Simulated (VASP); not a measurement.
# Al (P6_3/mmc) in VASP: notebook

The runs below take Al through single point, relaxation of cell and atoms, with LDA.

All numbers are computed with VASP 6.6.1; they aren't measurements. Logs are shortened: lines on timing, memory, paths and dates and some standing lists are left out, and cuts for length are marked.

### 1 The cell of the first run

The structure is hexagonal, space group P6_3/mmc (No. 194). The conventional cell has a = 2.914 Å, b = 2.914 Å, c = 9.663 Å, α = 90.00°, β = 90.00°, γ = 120.00°. Within 3.8 Å of Al (site symmetry -3m) lie 12 Al at 2.91 to 2.94 Å. Al (site symmetry -6m2) has 12 Al at 2.91 to 2.94 Å within 3.8 Å.

This isn't the form of Al at room conditions, which is fcc.

### 2 Single point, LDA (17.77 Å³/atom)

INCAR

```
SYSTEM = Al
  ALGO = Normal
  EDIFF = 1E-7
  ENCUT = 520
  GGA = CA
  ISIF = 2
  ISMEAR = -1
  LASPH = .TRUE.
  LCHARG = .FALSE.
  LREAL = .FALSE.
  LWAVE = .FALSE.
  NBANDS = 14
  NELM = 100
  PREC = Accurate
  SIGMA = 0.1
```

KPOINTS

```
k-points
0
G
  14 14 4
  0 0 0
```

POSCAR

```
Al
1.0
    2.9142891415      0.0000000000      0.0000000000
   -1.4571445708      2.5238484305      0.0000000000
    0.0000000000      0.0000000000      9.6632389366
Al
4
Direct
    1.0000000000      0.0000000000      0.0000000000
    1.0000000000      1.0000000000      0.5000000000
    0.3333333333      0.6666666667      0.2500000000
    0.6666666667      0.3333333333      0.7500000000
```

Potentials or basis: VASP PAW LDA potentials, release 64 (Al).

On the command line:

```console
> cat potpaw_LDA.64/Al/POTCAR > POTCAR
> mpirun -np 1 vasp_std > vasp.out
```

OUTCAR:

```text
SYSTEM = Al
   EDIFF = 1E-7
   ENCUT = 520
   GGA = CA
   ISIF = 2
   ISMEAR = -1
   LASPH = .TRUE.
   LREAL = .FALSE.
   NELM = 100
   PREC = Accurate

 ion  position               nearest neighbor table
   1  0.000  0.000  0.000-   3 2.94   4 2.94   4 2.94   3 2.94   4 2.94   3 2.94
   2  0.000  0.000  0.500-   3 2.94   4 2.94   4 2.94   3 2.94   4 2.94   3 2.94
   3  0.333  0.667  0.250-   1 2.94   2 2.94   1 2.94   2 2.94   1 2.94   2 2.94
   4  0.667  0.333  0.750-   1 2.94   2 2.94   1 2.94   2 2.94   1 2.94   2 2.94

  LATTYP: Found a hexagonal cell.
 ALAT       =     2.9142891415
 C/A-ratio  =     3.3158133828

  Lattice vectors:

 A1 = (   2.9142891415,   0.0000000000,   0.0000000000)
 A2 = (  -1.4571445708,   2.5238484305,   0.0000000000)
 A3 = (   0.0000000000,   0.0000000000,   9.6632389366)

Analysis of symmetry for initial positions (statically):
=====================================================================
 Subroutine PRICEL returns:
 Original cell was already a primitive cell.

 Routine SETGRP: Setting up the symmetry group for a
 hexagonal supercell.

 Subroutine GETGRP returns: Found 24 space group operations
 (whereof 12 operations were pure point group operations)
 out of a pool of 24 trial point group operations.

The static configuration has the point symmetry D_3d.
 The point group associated with its full space group is D_6h.

Analysis of symmetry for dynamics (positions and initial velocities):
=====================================================================
 Subroutine PRICEL returns:
 Original cell was already a primitive cell.

 Routine SETGRP: Setting up the symmetry group for a
 hexagonal supercell.

 Subroutine GETGRP returns: Found 24 space group operations
 (whereof 12 operations were pure point group operations)
 out of a pool of 24 trial point group operations.

The dynamic configuration has the point symmetry D_3d.
 The point group associated with its full space group is D_6h.

 Subroutine INISYM returns: Found 24 space group operations
 (whereof 12 operations are pure point group operations),
 and found     1 'primitive' translations

----------------------------------------------------------------------------------------

                                     Primitive cell

  volume of cell :      71.0753

  direct lattice vectors                    reciprocal lattice vectors
     2.914289141  0.000000000  0.000000000     0.343136851  0.198110154  0.000000000
    -1.457144571  2.523848431  0.000000000     0.000000000  0.396220307  0.000000000
     0.000000000  0.000000000  9.663238937     0.000000000  0.000000000  0.103484971

  length of vectors
     2.914289141  2.914289142  9.663238937     0.396220307  0.396220307  0.103484971

  position of ions in fractional coordinates (direct lattice)
     0.000000000  0.000000000  0.000000000
     0.000000000  0.000000000  0.500000000
     0.333333333  0.666666667  0.250000000
     0.666666667  0.333333333  0.750000000

  ion indices of the primitive-cell ions
   primitive index   ion index
                 1           1
                 2           2
                 3           3
                 4           4

----------------------------------------------------------------------------------------

 KPOINTS: k-points

Automatic generation of k-mesh.
 Grid dimensions read from file:
 generate k-points for:   14   14    4

 Generating k-lattice:

  Cartesian coordinates                     Fractional coordinates (reciprocal lattice)
     0.024509775  0.014150725  0.000000000     0.071428571 -0.000000000  0.000000000
     0.000000000  0.028301451  0.000000000     0.000000000  0.071428571  0.000000000
     0.000000000  0.000000000  0.025871243     0.000000000  0.000000000  0.250000000

  Length of vectors
     0.028301451  0.028301451  0.025871243

  Shift w.r.t. Gamma in fractional coordinates (k-lattice)
     0.000000000  0.000000000  0.000000000

 Subroutine IBZKPT returns following result:
 ===========================================

 Found     72 irreducible k-points:

 Following reciprocal coordinates:
            Coordinates               Weight
  0.000000  0.000000  0.000000      1.000000
  0.071429  0.000000  0.000000      6.000000
  0.142857  0.000000  0.000000      6.000000
  0.214286  0.000000  0.000000      6.000000
  0.285714  0.000000  0.000000      6.000000
  0.357143  0.000000  0.000000      6.000000
[... 16 lines left out ...]
  0.285714  0.285714  0.000000      6.000000
  0.357143  0.285714  0.000000      6.000000
 [... further k-points ...]
   k-points           NKPTS =     72   k-points in BZ     NKDIM =     72   number of bands    NBANDS=     14
   number of dos      NEDOS =    301   number of ions     NIONS =      4
   total plane-waves  NPLWV =  41472
   dimension x,y,z NGX =    24 NGY =   24 NGZ =   72
   dimension x,y,z NGXF=    48 NGYF=   48 NGZF=  144
   ions per type =               4
   NGX,Y,Z   is equivalent  to a cutoff of  13.69, 13.69, 12.39 a.u.
   NGXF,Y,Z  is equivalent  to a cutoff of  27.38, 27.38, 24.77 a.u.
 SYSTEM =  Al
   PREC   = accura    normal or accurate (medium, high low for compatibility)
   ISTART =      0    job   : 0-new  1-cont  2-samecut
   ICHARG =      2    charge: 1-file 2-atom 10-const
   ISPIN  =      1    spin polarized calculation?
   LNONCOLLINEAR =      F non collinear calculations
   LSORBIT =      F    spin-orbit coupling
   LASPH  =      T    aspherical Exc in radial PAW
   ENCUT  =  520.0 eV  38.22 Ry    6.18 a.u.   5.42  5.42 17.97*2*pi/ulx,y,z
   NELM   =    100;   NELMIN=  2; NELMDL= -5     # of ELM steps
   EDIFF  = 0.1E-06   stopping-criterion for ELM
   LREAL  =      F    real-space projection
   EDIFFG = 0.1E-05   stopping-criterion for IOM
   NSW    =      0    number of steps for IOM
   IBRION =     -1    ionic relax: 0-MD 1-quasi-New 2-CG
   NFREE  =      0    steps in history (QN), initial steepest desc. (CG)
   ISIF   =      2    stress and relaxation
   ISYM   =      2    0-nonsym 1-usesym 2-fastsym
   POTIM  = 0.5000    time-step for ionic-motion
   TEBEG  =    0.0;   TEEND  =   0.0 temperature during run
   PSTRESS=    0.0 pullay stress
   NELECT =      12.0000    total number of electrons
   NUPDOWN=      -1.0000    fix difference up-down
   EMIN   =  10.00;   EMAX   =-10.00  energy-range for DOS
   EFERMI =   0.00;   METHOD = LEGACY
   ISMEAR =    -1;   SIGMA  =   0.10  broadening in eV -4-tet -1-fermi 0-gaus
   EFERMI_NEDOS =   21; number of points for ismear=-14 and -15
   IALGO  =     38    algorithm
   IMIX   =      4    mixing-type and parameters
     AMIX     =   0.40;   BMIX     =  1.00
     AMIX_MAG =   1.60;   BMIX_MAG =  1.00
  volume/ion in A,a.u.               =      17.77       119.91
  Fermi-wavevector in a.u.,A,eV,Ry     =   0.904820  1.709863 11.139088  0.818700
  Thomas-Fermi vector in A             =   2.028313
   LORBIT       =      0    0 simple, 1 ext, 2 COOP (PROOUT), +10 PAW based schemes
   GGA     = CA    functional components
   LHFCALC =     F    Hartree Fock is set to
   AEXX    =    0.0000 exact exchange contribution
   IVDW    =     0    specifies the selected vdW correction
   LEPSILON=     F    determine dielectric tensor
   LRPA    =     F    only Hartree local field effects (RPA)
 non-spin polarized calculation
  energy-cutoff  :      520.00
  volume of cell :       71.08
 maximum number of plane-waves:      1956
 NGX is ok and might be reduce to    24
   NGX = 11   NGY = 11   NGZ = 35

 number of electron      12.0000000 magnetization

 Free energy of the ion-electron system (eV)
  ---------------------------------------------------
  ext. energy  EPLUGINS =         0.00000000
  ---------------------------------------------------
  free energy    TOTEN  =       -16.54589552 eV

  energy without entropy =      -16.48625350  energy(sigma->0) =      -16.51607451

 E-fermi :   7.0549     XC(G=0): -10.0732

 val. band max:        7.0358717812   @ k =   0.4286   0.1429   0.2500
 cond. band min:       7.0557615227   @ k =   0.2857   0.2143   0.0000
 fundamental gap:      0.0198897415
 Fermi energy:         7.0548700440

 k-point     1 :       0.0000    0.0000    0.0000
  band No.  band energies     occupation
      1      -3.5574      2.00000
      2      -1.9871      2.00000
      3      -1.9819      2.00000
      4       2.5641      2.00000
      5       2.7169      2.00000
      6      10.0474      0.00000
      7      10.0572      0.00000
      8      17.2262      0.00000
      9      17.2262      0.00000
     10      17.5097      0.00000
     11      17.5097      0.00000
     12      18.5890      0.00000
     13      18.6050      0.00000
     14      18.6159      0.00000

 k-point     2 :       0.0714    0.0000    0.0000
  band No.  band energies     occupation
      1      -3.4392      2.00000
      2      -1.8700      2.00000
      3      -1.8649      2.00000
      4       2.6806      2.00000
      5       2.8270      2.00000
      6      10.1467      0.00000
      7      10.1594      0.00000
      8      15.2389      0.00000
      9      16.0687      0.00000
     10      16.5272      0.00000
     11      16.6148      0.00000
     12      17.3808      0.00000
     13      17.4087      0.00000
     14      17.5494      0.00000
[... 343 lines left out ...]
      1       2.0111      2.00000
      2       3.5022      2.00000
      3       3.5182      2.00000
      4       5.0708      2.00000
      5       5.2310      2.00000
      6       6.3865      1.99750
      7       6.4604      1.99477
      8       6.8837      1.69417
      9       6.8937      1.66725
     10       8.1151      0.00005
     11       8.3083      0.00001
     12      10.9604      0.00000
     13      11.0117      0.00000
     14      11.4452      0.00000

 k-point    24 :       0.3571    0.2857    0.0000
  band No.  band energies     occupation
      1       3.4097      2.00000
      2       3.5509      2.00000
      3       4.6614      2.00000
      4       4.8103      2.00000
      5       5.0293      2.00000
      6       5.1212      2.00000
      7       5.3172      2.00000
      8       6.5949      1.98008
      9       6.6379      1.96956
     10       9.1624      0.00000
     11       9.4604      0.00000
     12       9.7552      0.00000
     13       9.8560      0.00000
     14      11.1551      0.00000

 [... further k-points ...]

------------------------ aborting loop because EDIFF is reached ----------------------------------------

  FORCE on cell =-STRESS in cart. coord.  units (eV):
  Direction    XX          YY          ZZ          XY          YZ          ZX
  --------------------------------------------------------------------------------------
  -------------------------------------------------------------------------------------
  Total       -3.3246659     -3.3246659     -2.9349592      0.0000000      0.0000000      0.0000000
  in kB      -74.9445352    -74.9445352    -66.1597755      0.0000000      0.0000000      0.0000000
  external PRESSURE =     -72.0162820 kB  Pullay stress =       0.0000000 kB

 VOLUME and BASIS-vectors are now :
 -----------------------------------------------------------------------------
  energy-cutoff  :      520.00
  volume of cell :       71.08
      direct lattice vectors                 reciprocal lattice vectors
     2.914289141  0.000000000  0.000000000     0.343136851  0.198110154  0.000000000
    -1.457144571  2.523848431  0.000000000     0.000000000  0.396220307  0.000000000
     0.000000000  0.000000000  9.663238937     0.000000000  0.000000000  0.103484971

 POSITION                                       TOTAL-FORCE (eV/Angst)
 -----------------------------------------------------------------------------------
      0.00000      0.00000      0.00000         0.000000      0.000000      0.000000
      0.00000      0.00000      4.83162         0.000000      0.000000      0.000000
     -0.00000      1.68257      2.41581        -0.000000      0.000000      0.000000
      1.45714      0.84128      7.24743        -0.000000      0.000000     -0.000000
 -----------------------------------------------------------------------------------
    total drift:                               -0.000000      0.000000      0.000000

  FREE ENERGIE OF THE ION-ELECTRON SYSTEM (eV)
  ---------------------------------------------------
  free  energy   TOTEN  =       -16.5458955183 eV

  energy  without entropy=      -16.4862534995  energy(sigma->0) =      -16.51607451
```

Run time: 41 s. Hardware: 1 thread of Intel Xeon 6455B, shared host; peak memory 0.19 GiB.

Results:

- Free energy: -16.5459 eV
- Pressure: -7.2 GPa
- Band gap on the k mesh: zero (bands 6 and 7 overlap by 5.28 eV)

Levels at points of the mesh, in eV from the Fermi level:
| k point | band 3 | band 4 | band 5 | band 6 | band 7 | band 8 | band 9 | band 10 |
| --- | --- | --- | --- | --- | --- | --- | --- | --- |
| (0.00, 0.00, 0.00) | -9.04 | -4.49 | -4.34 | 2.99 | 3.00 | 10.17 | 10.17 | 10.45 |
| (0.50, 0.00, 0.00) | -3.66 | -3.55 | -3.27 | -3.12 | 0.86 | 0.98 | 1.26 | 1.36 |
| (0.00, 0.00, 0.50) | -7.10 | -7.10 | -1.03 | -1.03 | 7.56 | 7.56 | 10.45 | 10.45 |
| (0.50, 0.00, 0.50) | -4.46 | -4.46 | -1.78 | -1.78 | -1.21 | -1.21 | 4.12 | 4.12 |

Caveat: the cell stands under tension.

### 3 Single point, LDA

This run uses another cell than the first one, of 15.87 Å³/atom.

INCAR

```
ALGO     = Normal         # electronic algorithm
EDIFF    = 1E-7           # SCF threshold, eV
ENCUT    = 520            # plane-wave cutoff, eV
ISIF     = 2              # what is computed and relaxed
ISMEAR   = -1             # smearing method
LASPH    = T              # aspherical terms in the spheres
LCHARG   = F              # write CHGCAR
LREAL    = F              # projectors in reciprocal space
LWAVE    = F              # write WAVECAR
NBANDS   = 14             # bands
NELM     = 80             # most SCF steps
PREC     = Accurate       # precision mode
SIGMA    = 0.1            # smearing width, eV
```

KPOINTS

```
k-points
0
Gamma
  17 17 5
```

POSCAR

```
Al
1.0
    2.8062517591      0.0000000000      0.0000000000
   -1.4031258796      2.4302853128      0.0000000000
    0.0000000000      0.0000000000      9.3050071382
Al
4
Direct
    1.0000000000      0.0000000000      0.0000000000
    1.0000000000      1.0000000000      0.5000000000
    0.3333333333      0.6666666667      0.2500000000
    0.6666666667      0.3333333333      0.7500000000
```

Potentials or basis: VASP PAW LDA potentials, release 64 (Al).

On the command line:

```console
> cat potpaw_LDA.64/Al/POTCAR > POTCAR
> mpirun -np 1 vasp_std > vasp.out
```

It took 46 s on 1 thread of Intel Xeon 6455B, shared host; peak memory 0.19 GiB.

The run converged. Its results:

```
Free energy            : -16.7358 eV
Pressure               : 0.1 GPa
Band gap on the k mesh : zero (bands 6 and 7 overlap by 5.54 eV)
```

Stress tensor (GPa, compression positive):
```
 0.45  0.00  0.00
 0.00  0.45  0.00
 0.00  0.00 -0.46
```

Levels at points of the mesh, in eV from the Fermi level:
```tsv
k point	band 3	band 4	band 5	band 6	band 7	band 8	band 9	band 10
(0.00, 0.00, 0.00)	-9.68	-4.79	-4.64	3.21	3.22	11.10	11.10	11.26
```

### 4 Relaxation of cell and atoms, LDA

This run uses another cell than the first one, of 16.60 Å³/atom.

INCAR

```
PREC = Accurate ; ENCUT = 600
EDIFF = 1E-6 ; ISMEAR = -1
SIGMA = 0.1 ; LREAL = F
LASPH = T ; NELM = 100
ALGO = Normal ; ISIF = 3
LWAVE = F ; LCHARG = F
GGA = CA ; IBRION = 2
NSW = 80 ; EDIFFG = -0.01
```

KPOINTS

```
regular mesh
0
Gamma
  13 13 4
```

POSCAR

```
Al
1.0
    2.8634814820      0.0000000000      0.0000000000
   -1.4317407410      2.4798477067      0.0000000000
    0.0000000000      0.0000000000      9.3521305203
Al
4
Direct
    0.0000000000      0.0000000000      0.0000000000
    0.0000000000      0.0000000000      0.5000000000
    0.3333333333      0.6666666667      0.2500000000
    0.6666666667      0.3333333333      0.7500000000
```

On the command line:

```console
> cat potpaw_LDA.64/Al/POTCAR > POTCAR
> mpirun -np 1 vasp_std > vasp.out
```

Run time: 79 s. Hardware: 1 thread of Intel Xeon 6455B, shared host; peak memory 0.19 GiB.

The run converged. Its results:

| Item | Value |
| --- | --- |
| Free energy | -16.7399 eV |
| Relaxed volume | 15.88 Å³/atom |
| Relaxed cell | a = 2.810 Å, b = 2.810 Å, c = 9.289 Å, α = 90.00°, β = 90.00°, γ = 120.00° |
| Space group after relaxing (to 0.1 Å) | P6_3/mmc (No. 194) |
| Energy gained by relaxing | 8.4 meV/atom |
| Ionic steps | 6 |
| Pressure after relaxing | 0.0 GPa |
| Band gap on the k mesh | zero (bands 6 and 7 overlap by 5.08 eV) |

Stress tensor (GPa, compression positive):
```
-0.09  0.00  0.00
 0.00 -0.09  0.00
 0.00  0.00  0.07
```

Step by step:
```tsv
step	energy change (eV)	largest force (eV/Å)	pressure (GPa)	volume (Å³)
1	0.0000	0.0000	-3.39	66.41
2	-0.0323	0.0000	0.52	63.09
3	-0.0329	0.0000	0.03	63.46
4	-0.0329	0.0000	-0.04	63.52
5	-0.0331	0.0000	-0.05	63.52
6	-0.0336	0.0000	-0.04	63.54
```

Final structure:
```yaml
crystal:
  lattice:
    - [2.81040, 0.00000, 0.00000]
    - [-1.40520, 2.43388, 0.00000]
    - [0.00000, 0.00000, 9.28894]
  atoms:
    - { symbol: Al, position: [0.00000, 0.00000, 0.00000] }
    - { symbol: Al, position: [0.00000, 0.00000, 0.50000] }
    - { symbol: Al, position: [0.33333, 0.66667, 0.25000] }
    - { symbol: Al, position: [0.66667, 0.33333, 0.75000] }
```

Levels at points of the mesh, in eV from the Fermi level:
| k point | band 3 | band 4 | band 5 | band 6 | band 7 | band 8 | band 9 | band 10 |
| --- | --- | --- | --- | --- | --- | --- | --- | --- |
| (0.00, 0.00, 0.00) | -9.64 | -4.74 | -4.57 | 3.29 | 3.31 | 11.06 | 11.06 | 11.23 |
| (0.00, 0.00, 0.50) | -7.54 | -7.54 | -1.02 | -1.02 | 8.18 | 8.18 | 11.39 | 11.39 |

### 5 Summary

```csv
task,cell,k mesh,cutoff (eV),gap on the mesh (eV),pressure (GPa)
single point,"a = 2.914, b = 2.914, c = 9.663 Å, angles 90.0, 90.0, 120.0°, 4 atoms",14 × 14 × 4,520,none,-7.2
single point,"a = 2.806, b = 2.806, c = 9.305 Å, angles 90.0, 90.0, 120.0°, 4 atoms",17 × 17 × 5,520,none,0.1
relaxation of cell and atoms,"relaxed from a = 2.863, b = 2.863, c = 9.352 Å, angles 90.0, 90.0, 120.0°, 4 atoms",13 × 13 × 4,600,none,0.0
```

Alike in all rows: level LDA; potentials or basis VASP PAW LDA potentials, release 64 (Al); no spin polarisation; smearing fermi-dirac 0.1 eV.

Caveats: the cell stands under tension (at least some runs).

Total energies depend on the potentials used, so only differences within one code and one set of settings carry meaning.
